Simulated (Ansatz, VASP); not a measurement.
**Two plane-wave programs on CdSe**

```xyz
2
Lattice="0.0000 2.6965 2.6965 2.6965 0.0000 2.6965 2.6965 2.6965 0.0000" Properties=species:S:1:pos:R:3 pbc="T T T"
Cd    0.0000    0.0000    0.0000
Se    2.6965    2.6965    2.6965
```

Change from the starting cell: volume scaled by 0.88, PAW files.

Alike in both runs: task single point; functional PBEsol; k mesh 12 × 12 × 12; occupations fermi-dirac, width 0.05 eV; no spin polarisation.

```csv
,VASP,Ansatz
version,VASP 6.6.1,Ansatz 0.2.0
potentials or method,"VASP PAW PBE potentials, release 64 (Cd, Se)","PAW with Ansatz's default frozen-core files, scalar-relativistic"
plane-wave cutoff (eV),520,420
valence electrons in the cell,18,36
```

VASP gave:

```
pressure (GPa) : 13.2
```

Estimate Ansatz's values.

pressure (GPa): 12.3.

VASP's potentials were made for PBE, not for PBEsol. VASP's potentials hold 18 valence electrons a cell and Ansatz's 36, so a difference there can come from the potentials and not from the codes.
